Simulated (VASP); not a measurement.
# Y3W (Pm-3m) in VASP: a series of runs

Y3W is run at these levels: PBE; tasks: relaxation of cell and atoms, single point.

Program: VASP 6.6.1. These are calculated values, not measurements. Logs are shortened: lines on timing, memory, paths and dates and some standing lists are left out, and cuts for length are marked.

### Step 1. The cell of the first run

Symmetry: Pm-3m, No. 221, cubic system. Conventional cell: a = 4.688 Å, b = 4.688 Å, c = 4.688 Å, α = 90.00°, β = 90.00°, γ = 90.00°. Y (site symmetry 4/mmm) has 8 Y at 3.31 Å and 4 W at 3.31 Å within 4.4 Å. Within 4.4 Å of W (site symmetry m-3m) lie 12 Y at 3.31 Å.

### Step 2. Relaxation of cell and atoms, PBE

INCAR

```
SYSTEM = Y3W
ALGO = Fast
EDIFF = 1E-7
EDIFFG = -0.01
ENCUT = 600
GGA = PE
IBRION = 2
ISIF = 3
ISMEAR = 0
LASPH = .True.
LCHARG = .False.
LREAL = .False.
LWAVE = .False.
NELM = 60
NSW = 100
PREC = Accurate
SIGMA = 0.1
```

KPOINTS

```
k-points
0
Gamma
  10 10 10
  0 0 0
```

POSCAR

```
Y3W
1.0
    4.6880764366      0.0000000000      0.0000000000
    0.0000000000      4.6880764366      0.0000000000
    0.0000000000      0.0000000000      4.6880764366
Y W
3 1
Direct
    0.0000000000      0.5000000000      0.5000000000
    0.5000000000      0.0000000000      0.5000000000
    0.5000000000      0.5000000000      0.0000000000
    0.0000000000      0.0000000000      0.0000000000
```

Potentials or basis: VASP PAW PBE potentials, release 64 (Y_sv, W_sv).

On the command line:

```console
$ cat potpaw_PBE.64/Y_sv/POTCAR potpaw_PBE.64/W_sv/POTCAR > POTCAR
$ mpirun -np 1 vasp_std > vasp.out
```

OUTCAR:

```text
SYSTEM = Y3W
   EDIFF = 1E-7
   EDIFFG = -0.01
   ENCUT = 600
   GGA = PE
   IBRION = 2
   ISIF = 3
   ISMEAR = 0
   LASPH = .True.
   LREAL = .False.
   NELM = 60
   NSW = 100
   PREC = Accurate

 ion  position               nearest neighbor table
   1  0.000  0.500  0.500-   2 3.31   3 3.31   4 3.31   3 3.31   4 3.31   2 3.31   4 3.31   4 3.31
                             2 3.31   3 3.31   3 3.31   2 3.31
   2  0.500  0.000  0.500-   1 3.31   3 3.31   4 3.31   3 3.31   4 3.31   1 3.31   3 3.31   3 3.31
                             1 3.31   4 3.31   4 3.31   1 3.31
   3  0.500  0.500  0.000-   1 3.31   2 3.31   4 3.31   1 3.31   2 3.31   2 3.31   4 3.31   2 3.31
                             1 3.31   4 3.31   1 3.31   4 3.31
   4  0.000  0.000  0.000-   1 3.31   2 3.31   3 3.31   1 3.31   2 3.31   1 3.31   3 3.31   1 3.31
                             2 3.31   3 3.31   2 3.31   3 3.31

  LATTYP: Found a simple cubic cell.
 ALAT       =     4.6880764366

  Lattice vectors:

 A1 = (   4.6880764366,   0.0000000000,   0.0000000000)
 A2 = (   0.0000000000,   4.6880764366,   0.0000000000)
 A3 = (   0.0000000000,   0.0000000000,   4.6880764366)

Analysis of symmetry for initial positions (statically):
=====================================================================
 Subroutine PRICEL returns:
 Original cell was already a primitive cell.

 Routine SETGRP: Setting up the symmetry group for a
 simple cubic supercell.

 Subroutine GETGRP returns: Found 48 space group operations
 (whereof 48 operations were pure point group operations)
 out of a pool of 48 trial point group operations.

The static configuration has the point symmetry O_h .

Analysis of symmetry for dynamics (positions and initial velocities):
=====================================================================
 Subroutine PRICEL returns:
 Original cell was already a primitive cell.

 Routine SETGRP: Setting up the symmetry group for a
 simple cubic supercell.

 Subroutine GETGRP returns: Found 48 space group operations
 (whereof 48 operations were pure point group operations)
 out of a pool of 48 trial point group operations.

The dynamic configuration has the point symmetry O_h .

 Subroutine INISYM returns: Found 48 space group operations
 (whereof 48 operations are pure point group operations),
[... 160 lines left out ...]
  in kB        0.8182581      0.8182581      0.8182581      0.0000000      0.0000000      0.0000000
  external PRESSURE =       0.8182581 kB  Pullay stress =       0.0000000 kB

 VOLUME and BASIS-vectors are now :
 -----------------------------------------------------------------------------
  energy-cutoff  :      600.00
  volume of cell :      103.03
      direct lattice vectors                 reciprocal lattice vectors
     4.688076437  0.000000000  0.000000000     0.213307102  0.000000000  0.000000000
     0.000000000  4.688076437  0.000000000     0.000000000  0.213307102  0.000000000
     0.000000000  0.000000000  4.688076437     0.000000000  0.000000000  0.213307102

 POSITION                                       TOTAL-FORCE (eV/Angst)
 -----------------------------------------------------------------------------------
      0.00000      2.34404      2.34404         0.000000      0.000000      0.000000
      2.34404      0.00000      2.34404         0.000000      0.000000      0.000000
      2.34404      2.34404      0.00000         0.000000      0.000000      0.000000
      0.00000      0.00000      0.00000         0.000000      0.000000      0.000000
 -----------------------------------------------------------------------------------
    total drift:                                0.000000     -0.000000     -0.000000

  FREE ENERGIE OF THE ION-ELECTRON SYSTEM (eV)
  ---------------------------------------------------
  free  energy   TOTEN  =       -30.2480061445 eV

  energy  without entropy=      -30.2285552979  energy(sigma->0) =      -30.23828072

--------------------------------------- Ionic step        2  -------------------------------------------

 number of electron      46.9999999 magnetization

 Free energy of the ion-electron system (eV)
  ---------------------------------------------------
  ext. energy  EPLUGINS =         0.00000000
  ---------------------------------------------------
  free energy    TOTEN  =       -30.24802697 eV

  energy without entropy =      -30.22857889  energy(sigma->0) =      -30.23830293

 E-fermi :   4.6409     XC(G=0): -10.5490

 val. band max:        4.6387814613   @ k =   0.4000   0.4000   0.0000
 cond. band min:       4.6418233878   @ k =   0.5000   0.4000   0.4000
 fundamental gap:      0.0030419265
 Fermi energy:         4.6409328550

 k-point     1 :       0.0000    0.0000    0.0000
  band No.  band energies     occupation
      1     -68.9733      2.00000
      2     -37.7275      2.00000
      3     -37.5589      2.00000
      4     -37.5589      2.00000
      5     -33.1244      2.00000
      6     -33.1244      2.00000
[... 733 lines left out ...]
     27       5.6926      0.00000
     28       6.4821      0.00000

 [... further k-points ...]

------------------------ aborting loop because EDIFF is reached ----------------------------------------

  FORCE on cell =-STRESS in cart. coord.  units (eV):
  Direction    XX          YY          ZZ          XY          YZ          ZX
  --------------------------------------------------------------------------------------
  -------------------------------------------------------------------------------------
  Total       -0.0295796     -0.0295796     -0.0295796     -0.0000000     -0.0000000     -0.0000000
  in kB       -0.4590835     -0.4590835     -0.4590835     -0.0000000     -0.0000000     -0.0000000
  external PRESSURE =      -0.4590835 kB  Pullay stress =       0.0000000 kB

 VOLUME and BASIS-vectors are now :
 -----------------------------------------------------------------------------
  energy-cutoff  :      600.00
  volume of cell :      103.23
      direct lattice vectors                 reciprocal lattice vectors
     4.691051729  0.000000000  0.000000000     0.213171813 -0.000000000  0.000000000
     0.000000000  4.691051729  0.000000000    -0.000000000  0.213171813 -0.000000000
    -0.000000000  0.000000000  4.691051729    -0.000000000 -0.000000000  0.213171813

 POSITION                                       TOTAL-FORCE (eV/Angst)
 -----------------------------------------------------------------------------------
     -0.00000      2.34553      2.34553        -0.000000      0.000000      0.000000
      2.34553      0.00000      2.34553        -0.000000      0.000000     -0.000000
      2.34553      2.34553      0.00000         0.000000     -0.000000     -0.000000
      0.00000      0.00000      0.00000        -0.000000     -0.000000     -0.000000
 -----------------------------------------------------------------------------------
    total drift:                               -0.000000     -0.000000     -0.000000

  FREE ENERGIE OF THE ION-ELECTRON SYSTEM (eV)
  ---------------------------------------------------
  free  energy   TOTEN  =       -30.2480269683 eV

  energy  without entropy=      -30.2285788926  energy(sigma->0) =      -30.23830293

 reached required accuracy - stopping structural energy minimisation
```

OSZICAR:

```text
N       E                     dE             d eps       ncg     rms          rms(c)
DAV:   1     0.346409648089E+03    0.34641E+03   -0.25622E+04  3136   0.184E+03
DAV:   2    -0.203947983673E+01   -0.34845E+03   -0.34097E+03  3416   0.467E+02
DAV:   3    -0.294807074338E+02   -0.27441E+02   -0.26071E+02  5208   0.842E+01
DAV:   4    -0.312285463936E+02   -0.17478E+01   -0.17020E+01  4480   0.184E+01
[... 43 lines left out ...]
RMM:   8    -0.302480271263E+02   -0.12458E-05   -0.10729E-05  4696   0.116E-02    0.568E-03
RMM:   9    -0.302480268426E+02    0.28370E-06   -0.59899E-06  4305   0.786E-03    0.108E-03
RMM:  10    -0.302480268381E+02    0.44865E-08   -0.17935E-06  3496   0.449E-03    0.976E-04
RMM:  11    -0.302480269651E+02   -0.12693E-06   -0.72078E-07  2477   0.278E-03    0.963E-04
RMM:  12    -0.302480269683E+02   -0.31878E-08   -0.29493E-07  2141   0.207E-03
   2 F= -.30248027E+02 E0= -.30238303E+02  d E =-.208238E-04
```

CONTCAR:

```text
Y3W
   1.00000000000000
     4.6910517291937319    0.0000000000000000    0.0000000000000000
     0.0000000000000000    4.6910517291937319    0.0000000000000000
    -0.0000000000000000    0.0000000000000000    4.6910517291937319
  Y               W
     3     1
Direct
     0.0000000000000000    0.5000000000000000    0.5000000000000000
     0.5000000000000000    0.0000000000000000    0.5000000000000000
     0.5000000000000000    0.5000000000000000    0.0000000000000000
     0.0000000000000000    0.0000000000000000    0.0000000000000000

  0.00000000E+00  0.00000000E+00  0.00000000E+00
  0.00000000E+00  0.00000000E+00  0.00000000E+00
  0.00000000E+00  0.00000000E+00  0.00000000E+00
  0.00000000E+00  0.00000000E+00  0.00000000E+00
```

It took 8.3 min on 1 thread of AMD EPYC 9R14 (Zen 4), shared host; peak memory 0.36 GiB.

Results:

* Free energy: -30.2480 eV
* Relaxed volume: 25.81 Å³/atom
* Relaxed cell: a = 4.691 Å, b = 4.691 Å, c = 4.691 Å, α = 90.00°, β = 90.00°, γ = 90.00°
* Space group after relaxing (to 0.1 Å): Pm-3m (No. 221)
* Energy gained by relaxing: 0.0 meV/atom
* Ionic steps: 2
* Pressure after relaxing: 0.0 GPa
* Band gap on the k mesh: zero (an odd number of electrons rules out a gap without spin polarisation)

Final structure:
```
Y W
1.0
     4.69105    0.00000    0.00000
     0.00000    4.69105    0.00000
     0.00000    0.00000    4.69105
Y W
3 1
Direct
  0.00000 0.50000 0.50000
  0.50000 0.00000 0.50000
  0.50000 0.50000 0.00000
  0.00000 0.00000 0.00000
```

Levels at points of the mesh, in eV from the Fermi level:
| k point | band 20 | band 21 | band 22 | band 23 | band 24 | band 25 | band 26 | band 27 | band 28 |
| --- | --- | --- | --- | --- | --- | --- | --- | --- | --- |
| (0.00, 0.00, 0.00) | -2.50 | -1.76 | -1.76 | -1.76 | 1.27 | 1.27 | 1.27 | 2.73 | 2.73 |
| (0.50, 0.00, 0.00) | -1.27 | -0.98 | -0.48 | -0.48 | -0.05 | 0.10 | 0.10 | 0.30 | 2.14 |
| (0.50, 0.50, 0.00) | -1.60 | -0.54 | -0.51 | -0.51 | -0.08 | -0.07 | 0.44 | 0.59 | 0.59 |
| (0.50, 0.50, 0.50) | -2.49 | 0.20 | 0.20 | 0.92 | 0.92 | 0.92 | 0.94 | 0.94 | 0.94 |

Caveat: spin-orbit coupling is left out, which moves the levels of the heavy elements.

### Step 3. Single point, PBE

This run uses another cell than the first one, of 23.49 Å³/atom.

INCAR

```
PREC = Accurate
ENCUT = 500
EDIFF = 1E-6
ISMEAR = 0
SIGMA = 0.1
LREAL = F
LASPH = T
NELM = 120
ALGO = Normal
ISIF = 2
LWAVE = F
LCHARG = F
GGA = PE
NBANDS = 32
GGA_COMPAT = F
```

KPOINTS

```
regular mesh
0
Gamma
  4 4 4
```

POSCAR

```
Y3W
1.0
    4.5464841361      0.0000000000      0.0000000000
    0.0000000000      4.5464841361      0.0000000000
    0.0000000000      0.0000000000      4.5464841361
Y W
3 1
Direct
    0.0000000000      0.5000000000      0.5000000000
    0.5000000000      0.0000000000      0.5000000000
    0.5000000000      0.5000000000      0.0000000000
    0.0000000000      0.0000000000      0.0000000000
```

Potentials or basis: VASP PAW PBE potentials, release 64 (Y_sv, W_sv).

On the command line:

```console
$ cat potpaw_PBE.64/Y_sv/POTCAR potpaw_PBE.64/W_sv/POTCAR > POTCAR
$ mpirun -np 1 vasp_std > vasp.out
```

Wall time 40 s (1 thread of Intel Xeon 8259CL, shared host); peak memory 0.22 GiB.

It converged, with:

```
Free energy            : -30.0526 eV
Pressure               : 7.3 GPa
Band gap on the k mesh : zero (an odd number of electrons rules out a gap without spin polarisation)
```

Levels at points of the mesh, in eV from the Fermi level:
| k point | band 19 | band 20 | band 21 | band 22 | band 23 | band 24 | band 25 | band 26 | band 27 | band 28 |
| --- | --- | --- | --- | --- | --- | --- | --- | --- | --- | --- |
| (0.00, 0.00, 0.00) | -2.88 | -2.88 | -2.09 | -2.09 | -2.09 | 1.28 | 1.28 | 1.28 | 3.21 | 3.21 |
| (0.50, 0.00, 0.00) | -1.74 | -1.51 | -1.23 | -0.54 | -0.54 | -0.22 | 0.08 | 0.08 | 0.25 | 2.21 |
| (0.50, 0.50, 0.00) | -1.54 | -1.54 | -0.71 | -0.60 | -0.60 | -0.20 | -0.12 | 0.46 | 0.48 | 0.48 |
| (0.50, 0.50, 0.50) | -2.71 | -2.71 | 0.10 | 0.10 | 0.90 | 0.90 | 0.90 | 1.22 | 1.22 | 1.22 |

Caveat: the cell stands under pressure; spin-orbit coupling is left out, which moves the levels of the heavy elements.

### Step 4. Single point, PBE

INCAR

```
SYSTEM = Y3W
ALGO     = Normal         ! electronic algorithm
EDIFF    = 1E-6           ! SCF threshold, eV
ENCUT    = 500            ! plane-wave cutoff, eV
GGA      = PE             ! functional
GGA_COMPAT= .FALSE.      
ISIF     = 2              ! what is computed and relaxed
ISMEAR   = 0              ! smearing method
LASPH    = .TRUE.         ! aspherical terms in the spheres
LCHARG   = .TRUE.         ! write CHGCAR
LELF     = .TRUE.         ! ELF
LREAL    = .FALSE.        ! projectors in reciprocal space
LVHAR    = .TRUE.       
LWAVE    = .FALSE.        ! write WAVECAR
NBANDS   = 32             ! bands
NELM     = 120            ! most SCF steps
PREC     = Accurate       ! precision mode
SIGMA    = 0.1            ! smearing width, eV
```

KPOINTS

```
k-points
0
G
  4 4 4
  0 0 0
```

POSCAR

```
Y3W
1.0
    4.6880764366      0.0000000000      0.0000000000
    0.0000000000      4.6880764366      0.0000000000
    0.0000000000      0.0000000000      4.6880764366
Y W
3 1
Direct
    0.0000000000      0.5000000000      0.5000000000
    0.5000000000      0.0000000000      0.5000000000
    0.5000000000      0.5000000000      0.0000000000
    0.0000000000      0.0000000000      0.0000000000
```

On the command line:

```console
$ cat potpaw_PBE.64/Y_sv/POTCAR potpaw_PBE.64/W_sv/POTCAR > POTCAR
$ mpirun -np 1 vasp_std > vasp.out
```

It took 35 s on 1 thread of Intel Xeon 8259CL, shared host; peak memory 0.22 GiB.

Results (log left out):

- Free energy: -30.2413 eV
- Pressure: -0.1 GPa
- Band gap on the k mesh: zero (an odd number of electrons rules out a gap without spin polarisation)

Levels at points of the mesh, in eV from the Fermi level:
```tsv
k point	band 19	band 20	band 21	band 22	band 23	band 24	band 25	band 26	band 27	band 28
(0.00, 0.00, 0.00)	-2.56	-2.56	-1.81	-1.81	-1.81	1.23	1.23	1.23	2.69	2.69
(0.50, 0.00, 0.00)	-1.56	-1.32	-1.04	-0.54	-0.54	-0.08	0.06	0.06	0.22	2.09
(0.50, 0.50, 0.00)	-1.64	-1.64	-0.61	-0.58	-0.58	-0.12	-0.12	0.41	0.55	0.55
(0.50, 0.50, 0.50)	-2.54	-2.54	0.13	0.13	0.87	0.87	0.87	0.89	0.89	0.89
```

Caveat: spin-orbit coupling is left out, which moves the levels of the heavy elements.

### Step 5. Relaxation of cell and atoms, PBE

This run uses another cell than the first one, of 23.49 Å³/atom.

INCAR

```
SYSTEM = Y3W
ALGO = Normal
EDIFF = 1E-7
EDIFFG = -0.04
ENCUT = 500
GGA = PE
GGA_COMPAT = .False.
IBRION = 2
ISIF = 3
ISMEAR = 0
LASPH = .True.
LCHARG = .False.
LREAL = .False.
LWAVE = .False.
NELM = 120
NELMIN = 4
NSW = 90
PREC = Accurate
SIGMA = 0.1
```

KPOINTS

```
k-points
0
Gamma
  4 4 4
  0 0 0
```

POSCAR

```
Y3W
1.0
    4.5464841361      0.0000000000      0.0000000000
    0.0000000000      4.5464841361      0.0000000000
    0.0000000000      0.0000000000      4.5464841361
Y W
3 1
Direct
    0.0000000000      0.5000000000      0.5000000000
    0.5000000000      0.0000000000      0.5000000000
    0.5000000000      0.5000000000      0.0000000000
    0.0000000000      0.0000000000      0.0000000000
```

On the command line:

```console
$ cat potpaw_PBE.64/Y_sv/POTCAR potpaw_PBE.64/W_sv/POTCAR > POTCAR
$ mpirun -np 1 vasp_std > vasp.out
```

Run time: 1.8 min. Hardware: 1 thread of Intel Xeon 8259CL, shared host; peak memory 0.23 GiB.

The run converged. Its results:

```
Free energy                           : -30.2393 eV
Relaxed volume                        : 25.72 Å³/atom
Relaxed cell                          : a = 4.686 Å, b = 4.686 Å, c = 4.686 Å, α = 90.00°, β = 90.00°, γ = 90.00°
Space group after relaxing (to 0.1 Å) : Pm-3m (No. 221)
Energy gained by relaxing             : 46.7 meV/atom
Ionic steps                           : 3
Pressure after relaxing               : 0.0 GPa
Band gap on the k mesh                : zero (an odd number of electrons rules out a gap without spin polarisation)
```

Step by step:
```tsv
step	energy change (eV)	largest force (eV/Å)	pressure (GPa)	volume (Å³)
1	0.0000	0.0000	7.26	93.98
2	-0.1131	0.0000	-3.50	109.21
3	-0.1867	0.0000	-0.03	102.89
```

Final structure:
```
CELL_PARAMETERS angstrom
4.68587 0.00000 0.00000
0.00000 4.68587 0.00000
0.00000 0.00000 4.68587
ATOMIC_POSITIONS crystal
Y 0.00000 0.50000 0.50000
Y 0.50000 0.00000 0.50000
Y 0.50000 0.50000 0.00000
W 0.00000 0.00000 0.00000
```

Levels at points of the mesh, in eV from the Fermi level:
```csv
k point,band 19,band 20,band 21,band 22,band 23,band 24,band 25,band 26,band 27,band 28
"(0.00, 0.00, 0.00)",-2.56,-2.56,-1.82,-1.82,-1.82,1.23,1.23,1.23,2.70,2.70
"(0.50, 0.00, 0.00)",-1.57,-1.32,-1.05,-0.54,-0.54,-0.08,0.06,0.06,0.22,2.10
"(0.50, 0.50, 0.00)",-1.64,-1.64,-0.61,-0.58,-0.58,-0.12,-0.12,0.41,0.55,0.55
"(0.50, 0.50, 0.50)",-2.54,-2.54,0.13,0.13,0.87,0.87,0.87,0.89,0.89,0.89
```

Caveat: spin-orbit coupling is left out, which moves the levels of the heavy elements.

### Step 6. Summary

| task | cell | k mesh | cutoff (eV) | gap on the mesh (eV) | pressure (GPa) | relaxed volume (Å³/atom) |
| --- | --- | --- | --- | --- | --- | --- |
| relaxation of cell and atoms | relaxed from a = 4.688 Å, 4 atoms | 10 × 10 × 10 | 600 | none | 0.0 | 25.81 |
| single point | a = 4.546 Å, 4 atoms | 4 × 4 × 4 | 500 | none | 7.3 | - |
| single point | a = 4.688 Å, 4 atoms | 4 × 4 × 4 | 500 | none | -0.1 | - |
| relaxation of cell and atoms | relaxed from a = 4.546 Å, 4 atoms | 4 × 4 × 4 | 500 | none | 0.0 | 25.72 |

Alike in all rows: level PBE; potentials or basis VASP PAW PBE potentials, release 64 (Y_sv, W_sv); no spin polarisation; smearing gaussian 0.1 eV.

Caveats: spin-orbit coupling is left out, which moves the levels of the heavy elements; the cell stands under pressure (at least some runs).

Absolute energies hang on the potentials; compare differences alone.

The gap in the log of VASP goes by the Fermi energy; the results here count the filled bands.